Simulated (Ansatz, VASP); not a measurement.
## One calculation of Si8W3, two programs

The input INCAR:

```
PREC = Accurate ; ENCUT = 520
EDIFF = 1E-6 ; ISMEAR = 1
SIGMA = 0.1 ; LREAL = F
LASPH = T ; NELM = 100
ALGO = Normal ; ISIF = 2
LWAVE = F ; LCHARG = T
GGA = PE ; LELF = T
LVHAR = T ; NBANDS = 48
```

Contents of KPOINTS:

```
regular mesh
0
Gamma
  7 7 5
```

File POSCAR:

```
Si8W3
1.0
    3.2292007300      3.2292007300      0.0000000000
   -3.2292007300      3.2292007300      0.0000000000
    0.0000000000      0.0000000000      7.8679106400
Si W
8 3
Direct
    0.0250476900     -0.0010233600      0.3413810600
    0.0002800900      0.4989159300      0.8305919300
    0.4961716300      0.0025978900      0.8334502900
    0.5002210700      0.4765711700      0.3413116900
   -0.0256104700     -0.0000777500      0.6588494100
   -0.0008711000      0.4999674300      0.1696269000
    0.5032336900     -0.0037082200      0.1667742600
    0.4991991700      0.5223238300      0.6589284200
   -0.0002997400     -0.0005383300      0.0001076400
   -0.0002792400      0.4994392100      0.5001183500
    0.4996989200      0.4994604000      0.0001075700
```

Input for Ansatz:

```yaml
crystal:
  lattice:
    - [3.22920073, 3.22920073, 0.0]
    - [-3.22920073, 3.22920073, 0.0]
    - [0.0, 0.0, 7.86791064]
  atoms:
    - { symbol: Si, position: [0.02504769, -0.00102336, 0.34138106] }
    - { symbol: Si, position: [0.00028009, 0.49891593, 0.83059193] }
    - { symbol: Si, position: [0.49617163, 0.00259789, 0.83345029] }
    - { symbol: Si, position: [0.50022107, 0.47657117, 0.34131169] }
    - { symbol: Si, position: [-0.02561047, -7.775e-05, 0.65884941] }
    - { symbol: Si, position: [-0.0008711, 0.49996743, 0.1696269] }
    - { symbol: Si, position: [0.50323369, -0.00370822, 0.16677426] }
    - { symbol: Si, position: [0.49919917, 0.52232383, 0.65892842] }
    - { symbol: W, position: [-0.00029974, -0.00053833, 0.00010764] }
    - { symbol: W, position: [-0.00027924, 0.49943921, 0.50011835] }
    - { symbol: W, position: [0.49969892, 0.4994604, 0.00010757] }
basis:
  ecutwfc: 420
  xc_grid: 2
hamiltonian:
  xc: pbe
  pseudopotentials: { kind: paw, azcp: { folder: soft_1 } }
kpoints:
  mp_grid: { grid: [7, 7, 5] }
scf:
  occupations: { method: methfessel_paxton, width: 0.1 }
  max_iter: 190
output:
  forces: true
  eigenvalues: true
checkpoint:
  write: "../q0.start.mesh.run"
  compress: false
  write_wavefunctions: false
  write_every: 100000
```

Alike in both runs: task single point; functional PBE; k mesh 7 × 7 × 5; occupations methfessel-paxton of order 1, width 0.1 eV; no spin polarisation.

```csv
,VASP,Ansatz
version,VASP 6.6.1,Ansatz 0.2.0
potentials or method,"VASP PAW PBE potentials, release 64 (Si, W_sv), cutoff 520 eV",plane-wave PAW DFT
valence electrons in the cell,74,74
```

```csv
,VASP,Ansatz,Ansatz less VASP
rms of the force components (eV/Å),0.031,0.031,+0.0001
```

Atom by atom the forces differ by 0.001 eV/Å (rms over components). With one functional, cell and mesh, what is left measures potentials, basis and numerics.

Spin-orbit coupling is off throughout.
